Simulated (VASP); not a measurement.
# Zn2O in VASP: notebook

Runs on Zn2O. Level: PBE. Tasks: single point, relaxation of cell and atoms.

All numbers are computed with VASP 6.6.1; they aren't measurements. Logs are shortened: lines on timing, memory, paths and dates and some standing lists are left out, and cuts for length are marked.

### 1 The cell of the first run

Symmetry: P-3m1, No. 164, trigonal system. The conventional cell has a = 3.021 Å, b = 3.021 Å, c = 4.627 Å, α = 90.00°, β = 90.00°, γ = 120.00°. Within 2.9 Å of Zn (site symmetry 3m) lie 3 O at 2.18 Å and 3 Zn at 2.67 Å. Within 2.9 Å of O (site symmetry -3m) lie 6 Zn at 2.18 Å.

### 2 Single point, PBE

File INCAR:

```
PREC = Accurate
ENCUT = 520
EDIFF = 1E-7
ISMEAR = 0
SIGMA = 0.1
LREAL = False
LASPH = True
NELM = 80
ALGO = Normal
ISIF = 2
LWAVE = False
LCHARG = False
GGA = PE
NBANDS = 22
```

File KPOINTS:

```
regular mesh
0
Gamma
  12 12 8
```

File POSCAR:

```
Zn2O
1.0
    3.0214605050      0.0000000000      0.0000000000
   -1.5107302525      2.6166615538      0.0000000000
    0.0000000000      0.0000000000      4.6265261077
Zn O
2 1
Direct
    0.6666666667      0.3333333333      0.7178318383
    0.3333333333      0.6666666667      0.2821681617
    0.0000000000      0.0000000000      0.0000000000
```

Potentials or basis: VASP PAW PBE potentials, release 64 (Zn, O).

Launch:

```
cat potpaw_PBE.64/Zn/POTCAR potpaw_PBE.64/O/POTCAR > POTCAR
mpirun -np 1 vasp_std > vasp.out
```

OUTCAR:

```text
PREC = Accurate
   ENCUT = 520
   EDIFF = 1E-7
   ISMEAR = 0
   LREAL = False
   LASPH = True
   NELM = 80
   ISIF = 2
   GGA = PE

 ion  position               nearest neighbor table
   1  0.667  0.333  0.718-   3 2.18   3 2.18   3 2.18   2 2.67   2 2.67   2 2.67
   2  0.333  0.667  0.282-   3 2.18   3 2.18   3 2.18   1 2.67   1 2.67   1 2.67
   3  0.000  0.000  0.000-   1 2.18   2 2.18   2 2.18   1 2.18   1 2.18   2 2.18

  LATTYP: Found a hexagonal cell.
 ALAT       =     3.0214605050
 C/A-ratio  =     1.5312217717

  Lattice vectors:

 A1 = (   3.0214605050,   0.0000000000,   0.0000000000)
 A2 = (  -1.5107302525,   2.6166615538,   0.0000000000)
 A3 = (   0.0000000000,   0.0000000000,   4.6265261077)

Analysis of symmetry for initial positions (statically):
=====================================================================
 Subroutine PRICEL returns:
 Original cell was already a primitive cell.

 Routine SETGRP: Setting up the symmetry group for a
 hexagonal supercell.

 Subroutine GETGRP returns: Found 12 space group operations
 (whereof 12 operations were pure point group operations)
 out of a pool of 24 trial point group operations.

The static configuration has the point symmetry D_3d.

Analysis of symmetry for dynamics (positions and initial velocities):
=====================================================================
 Subroutine PRICEL returns:
 Original cell was already a primitive cell.

 Routine SETGRP: Setting up the symmetry group for a
 hexagonal supercell.

 Subroutine GETGRP returns: Found 12 space group operations
 (whereof 12 operations were pure point group operations)
 out of a pool of 24 trial point group operations.

The dynamic configuration has the point symmetry D_3d.

 Subroutine INISYM returns: Found 12 space group operations
 (whereof 12 operations are pure point group operations),
 and found     1 'primitive' translations

----------------------------------------------------------------------------------------

                                     Primitive cell

  volume of cell :      36.5780

  direct lattice vectors                    reciprocal lattice vectors
     3.021460505  0.000000000  0.000000000     0.330965769  0.191083176  0.000000000
    -1.510730252  2.616661554  0.000000000     0.000000000  0.382166352  0.000000000
     0.000000000  0.000000000  4.626526108     0.000000000  0.000000000  0.216144895

  length of vectors
     3.021460505  3.021460505  4.626526108     0.382166352  0.382166352  0.216144895

  position of ions in fractional coordinates (direct lattice)
     0.666666667  0.333333333  0.717831838
     0.333333333  0.666666667  0.282168162
     0.000000000  0.000000000  0.000000000

  ion indices of the primitive-cell ions
   primitive index   ion index
                 1           1
                 2           2
                 3           3

----------------------------------------------------------------------------------------

 KPOINTS: regular mesh

Automatic generation of k-mesh.
 Grid dimensions read from file:
 generate k-points for:   12   12    8

 Generating k-lattice:

  Cartesian coordinates                     Fractional coordinates (reciprocal lattice)
     0.027580481  0.015923598  0.000000000     0.083333333  0.000000000  0.000000000
     0.000000000  0.031847196  0.000000000     0.000000000  0.083333333  0.000000000
     0.000000000  0.000000000  0.027018112     0.000000000  0.000000000  0.125000000

  Length of vectors
     0.031847196  0.031847196  0.027018112

  Shift w.r.t. Gamma in fractional coordinates (k-lattice)
     0.000000000  0.000000000  0.000000000

 Subroutine IBZKPT returns following result:
 ===========================================

 Found    131 irreducible k-points:

 Following reciprocal coordinates:
            Coordinates               Weight
  0.000000  0.000000  0.000000      1.000000
  0.083333 -0.000000  0.000000      6.000000
  0.166667 -0.000000  0.000000      6.000000
  0.250000 -0.000000  0.000000      6.000000
  0.333333  0.000000  0.000000      6.000000
  0.416667 -0.000000  0.000000      6.000000
[... 16 lines left out ...]
  0.166667 -0.000000  0.125000      6.000000
  0.000000  0.166667  0.125000      6.000000
 [... further k-points ...]
   k-points           NKPTS =    131   k-points in BZ     NKDIM =    131   number of bands    NBANDS=     22
   number of dos      NEDOS =    301   number of ions     NIONS =      3
   total plane-waves  NPLWV =  20736
   dimension x,y,z NGX =    24 NGY =   24 NGZ =   36
   dimension x,y,z NGXF=    48 NGYF=   48 NGZF=   72
   ions per type =               2   1
   NGX,Y,Z   is equivalent  to a cutoff of  13.21, 13.21, 12.94 a.u.
   NGXF,Y,Z  is equivalent  to a cutoff of  26.41, 26.41, 25.87 a.u.
 SYSTEM =  unknown system
   PREC   = accura    normal or accurate (medium, high low for compatibility)
   ISTART =      0    job   : 0-new  1-cont  2-samecut
   ICHARG =      2    charge: 1-file 2-atom 10-const
   ISPIN  =      1    spin polarized calculation?
   LNONCOLLINEAR =      F non collinear calculations
   LSORBIT =      F    spin-orbit coupling
   LASPH  =      T    aspherical Exc in radial PAW
   ENCUT  =  520.0 eV  38.22 Ry    6.18 a.u.   5.62  5.62  8.60*2*pi/ulx,y,z
   NELM   =     80;   NELMIN=  2; NELMDL= -5     # of ELM steps
   EDIFF  = 0.1E-06   stopping-criterion for ELM
   LREAL  =      F    real-space projection
   EDIFFG = 0.1E-05   stopping-criterion for IOM
   NSW    =      0    number of steps for IOM
   IBRION =     -1    ionic relax: 0-MD 1-quasi-New 2-CG
   NFREE  =      0    steps in history (QN), initial steepest desc. (CG)
   ISIF   =      2    stress and relaxation
   ISYM   =      2    0-nonsym 1-usesym 2-fastsym
   POTIM  = 0.5000    time-step for ionic-motion
   TEBEG  =    0.0;   TEEND  =   0.0 temperature during run
   PSTRESS=    0.0 pullay stress
   NELECT =      30.0000    total number of electrons
   NUPDOWN=      -1.0000    fix difference up-down
   EMIN   =  10.00;   EMAX   =-10.00  energy-range for DOS
   EFERMI =   0.00;   METHOD = LEGACY
   ISMEAR =     0;   SIGMA  =   0.10  broadening in eV -4-tet -1-fermi 0-gaus
   EFERMI_NEDOS =   21; number of points for ismear=-14 and -15
   IALGO  =     38    algorithm
   IMIX   =      4    mixing-type and parameters
     AMIX     =   0.40;   BMIX     =  1.00
     AMIX_MAG =   1.60;   BMIX_MAG =  1.00
  volume/ion in A,a.u.               =      12.19        82.28
  Fermi-wavevector in a.u.,A,eV,Ry     =   1.532412  2.895838 31.950360  2.348285
  Thomas-Fermi vector in A             =   2.639621
   LORBIT       =      0    0 simple, 1 ext, 2 COOP (PROOUT), +10 PAW based schemes
   GGA     = PE    functional components
   LHFCALC =     F    Hartree Fock is set to
   AEXX    =    0.0000 exact exchange contribution
   IVDW    =     0    specifies the selected vdW correction
   LEPSILON=     F    determine dielectric tensor
   LRPA    =     F    only Hartree local field effects (RPA)
 non-spin polarized calculation
 Gauss-broadening in eV      SIGMA  =   0.10
  energy-cutoff  :      520.00
  volume of cell :       36.58
 maximum number of plane-waves:      1007
 NGX is ok and might be reduce to    24

 number of electron      30.0000024 magnetization

 Free energy of the ion-electron system (eV)
  ---------------------------------------------------
  ext. energy  EPLUGINS =         0.00000000
  ---------------------------------------------------
  free energy    TOTEN  =        -9.43983911 eV

  energy without entropy =       -9.43842073  energy(sigma->0) =       -9.43912992

 E-fermi :   3.4124     XC(G=0): -11.6989

 val. band max:        3.3986868166   @ k =   0.3333   0.3333   0.3750
 cond. band min:       3.4462099027   @ k =   0.0000   0.0000   0.3750
 fundamental gap:      0.0475230861
 Fermi energy:         3.4123998455

 k-point     1 :       0.0000    0.0000    0.0000
  band No.  band energies     occupation
      1     -16.0609      2.00000
      2      -4.7942      2.00000
      3      -3.8614      2.00000
      4      -3.8614      2.00000
      5      -3.7109      2.00000
      6      -3.6841      2.00000
[... 14 lines left out ...]
     21      18.9342      0.00000
     22      19.3462      0.00000

 k-point     2 :       0.0833   -0.0000    0.0000
  band No.  band energies     occupation
      1     -16.0113      2.00000
      2      -4.7283      2.00000
      3      -4.0803      2.00000
      4      -3.8510      2.00000
      5      -3.7248      2.00000
      6      -3.6895      2.00000
[... 14 lines left out ...]
     21      18.9650      0.00000
     22      19.6485      0.00000

 k-point     3 :       0.1667   -0.0000    0.0000
  band No.  band energies     occupation
      1     -15.8723      2.00000
      2      -4.5580      2.00000
      3      -4.3649      2.00000
      4      -3.8671      2.00000
      5      -3.8216      2.00000
      6      -3.7422      2.00000
[... 14 lines left out ...]
     21      17.4503      0.00000
     22      18.4695      0.00000

 k-point     4 :       0.2500   -0.0000    0.0000
  band No.  band energies     occupation
      1     -15.6742      2.00000
      2      -4.5980      2.00000
      3      -4.3640      2.00000
      4      -3.9428      2.00000
      5      -3.9309      2.00000
      6      -3.7985      2.00000
[... 14 lines left out ...]
     21      15.4129      0.00000
     22      17.2061      0.00000

 k-point     5 :       0.3333    0.0000    0.0000
  band No.  band energies     occupation
      1     -15.4654      2.00000
      2      -4.7593      2.00000
      3      -4.2724      2.00000
      4      -4.0300      2.00000
      5      -4.0233      2.00000
      6      -3.7917      2.00000
[... 417 lines left out ...]
 k-point    22 :       0.0000    0.0833    0.1250
  band No.  band energies     occupation
      1     -16.0044      2.00000
      2      -4.8974      2.00000
      3      -4.0838      2.00000
      4      -3.8413      2.00000
      5      -3.7392      2.00000
      6      -3.6701      2.00000
[... 14 lines left out ...]
     21      18.7617      0.00000
     22      19.5403      0.00000

 k-point    23 :       0.1667   -0.0000    0.1250
  band No.  band energies     occupation
      1     -15.8663      2.00000
      2      -4.7356      2.00000
      3      -4.2630      2.00000
      4      -3.9702      2.00000
      5      -3.8590      2.00000
      6      -3.7659      2.00000
[... 14 lines left out ...]
     21      16.7000      0.00000
     22      17.6819      0.00000

 k-point    24 :       0.0000    0.1667    0.1250
  band No.  band energies     occupation
      1     -15.8668      2.00000
      2      -4.6896      2.00000
      3      -4.2760      2.00000
      4      -3.8000      2.00000
      5      -3.7464      2.00000
      6      -3.7012      2.00000
[... 14 lines left out ...]
     21      17.3646      0.00000
     22      18.8546      0.00000

 [... further k-points ...]

------------------------ aborting loop because EDIFF is reached ----------------------------------------

  FORCE on cell =-STRESS in cart. coord.  units (eV):
  Direction    XX          YY          ZZ          XY          YZ          ZX
  --------------------------------------------------------------------------------------
  -------------------------------------------------------------------------------------
  Total        0.1198524      0.1198524      0.1311716      0.0000000      0.0000000      0.0000000
  in kB        5.2497392      5.2497392      5.7455428      0.0000000      0.0000000      0.0000000
  external PRESSURE =       5.4150071 kB  Pullay stress =       0.0000000 kB

 VOLUME and BASIS-vectors are now :
 -----------------------------------------------------------------------------
  energy-cutoff  :      520.00
  volume of cell :       36.58
      direct lattice vectors                 reciprocal lattice vectors
     3.021460505  0.000000000  0.000000000     0.330965769  0.191083176  0.000000000
    -1.510730252  2.616661554  0.000000000     0.000000000  0.382166352  0.000000000
     0.000000000  0.000000000  4.626526108     0.000000000  0.000000000  0.216144895

 POSITION                                       TOTAL-FORCE (eV/Angst)
 -----------------------------------------------------------------------------------
      1.51073      0.87222      3.32107        -0.000000      0.000000     -0.038017
     -0.00000      1.74444      1.30546         0.000000     -0.000000      0.038017
      0.00000      0.00000      0.00000        -0.000000      0.000000      0.000000
 -----------------------------------------------------------------------------------
    total drift:                                0.000000     -0.000000      0.000000

  FREE ENERGIE OF THE ION-ELECTRON SYSTEM (eV)
  ---------------------------------------------------
  free  energy   TOTEN  =        -9.4398391101 eV

  energy  without entropy=       -9.4384207317  energy(sigma->0) =       -9.43912992
```

It took 98 s on 1 thread of Intel Xeon Platinum 8259CL at 2.50GHz (Skylake/Cascade Lake), shared host; peak memory 0.22 GiB.

What came out:

* Free energy: -9.4398 eV
* Pressure: 0.5 GPa
* Largest force: 0.038 eV/Å
* Band gap on the k mesh: zero (bands 15 and 16 overlap by 2.00 eV)

Forces on the atoms (eV/Å):
```
Zn   0.000  0.000 -0.038
Zn   0.000  0.000  0.038
O    0.000  0.000  0.000
```

Levels at points of the mesh, in eV from the Fermi level:
```
           k point  band 11  band 12  band 13  band 14  band 15  band 16  band 17  band 18  band 19  band 20
(0.00, 0.00, 0.00)    -6.70    -6.70    -5.23    -2.30    -2.30     3.27     4.46    11.29    11.29    15.52
(0.50, 0.00, 0.00)    -6.45    -5.71    -3.99    -3.17    -0.77    -0.22     3.75     8.01     8.21     8.92
(0.00, 0.00, 0.50)    -6.57    -6.57    -2.38    -2.38    -2.29    -0.66     9.42    10.83    12.95    12.95
(0.50, 0.00, 0.50)    -6.44    -6.05    -4.84    -2.87    -1.94     1.75     3.89     6.30     7.85    10.15
```

### 3 Single point, PBE

This run uses another cell than the first one: it holds 6 atoms, not 3.

File INCAR:

```
SYSTEM = Zn2O
PREC = Accurate ; ENCUT = 520
EDIFF = 1E-6 ; ISMEAR = 0
SIGMA = 0.2 ; LREAL = .FALSE.
LASPH = .TRUE. ; NELM = 100
ALGO = Normal ; ISIF = 2
LWAVE = .FALSE. ; LCHARG = .FALSE.
GGA = PE ; NBANDS = 39
```

File KPOINTS:

```
regular mesh
0
G
  8 6 4
  0 0 0
```

File POSCAR:

```
Zn2O
1.0
   -1.5107302525      2.6166615538      0.0000000000
    0.0000000000      0.0000000000      4.6265261077
    4.5321907575      2.6166615538      0.0000000000
Zn O
4 2
Direct
    0.0000000000      0.7178318383      0.3333333333
    0.5000000000      0.7178318383      0.8333333333
    0.5000000000      0.2821681617      0.1666666667
    0.0000000000      0.2821681617      0.6666666667
    0.0000000000      1.0000000000      0.0000000000
    0.5000000000      1.0000000000      0.5000000000
```

Potentials or basis: VASP PAW PBE potentials, release 64 (Zn, O).

Launch:

```
cat potpaw_PBE.64/Zn/POTCAR potpaw_PBE.64/O/POTCAR > POTCAR
mpirun -np 1 vasp_std > vasp.out
```

It took 2.8 min on 1 thread of Intel Xeon Platinum 8259CL at 2.50GHz (Skylake/Cascade Lake), shared host; peak memory 0.28 GiB.

Results (log left out):

| Property | Result |
| --- | --- |
| Free energy | -18.8915 eV |
| Pressure | 0.4 GPa |
| Largest force | 0.054 eV/Å |
| Band gap on the k mesh | zero (bands 30 and 31 overlap by 1.33 eV) |

Forces on the atoms (eV/Å):
```
Zn   0.005  0.003 -0.053
Zn   0.005  0.003 -0.053
Zn  -0.005 -0.003  0.053
Zn  -0.005 -0.003  0.053
O    0.000  0.000  0.000
O    0.000  0.000  0.000
```

Stress tensor (GPa, compression positive):
```
0.47 0.12 0.01
0.12 0.33 0.01
0.01 0.01 0.44
```

Levels at points of the mesh, in eV from the Fermi level:
```tsv
k point	band 28	band 29	band 30	band 31	band 32	band 33
(0.00, 0.00, 0.00)	-2.35	-2.35	-0.81	-0.26	3.22	3.71
(0.50, 0.00, 0.00)	-3.81	-1.54	-1.54	3.11	3.11	3.97
(0.00, 0.50, 0.00)	-2.43	-2.33	-1.99	-0.70	1.70	3.85
(0.50, 0.50, 0.00)	-3.99	-1.13	-1.13	2.04	2.04	4.54
(0.00, 0.00, 0.50)	-3.68	-2.76	-2.76	4.25	4.25	5.11
(0.50, 0.00, 0.50)	-3.22	-0.81	-0.81	-0.26	-0.26	3.71
(0.00, 0.50, 0.50)	-2.67	-1.61	-1.61	1.82	1.82	5.51
(0.50, 0.50, 0.50)	-2.91	-1.98	-1.98	1.70	1.70	3.85
```

[end of part 1 of 2]
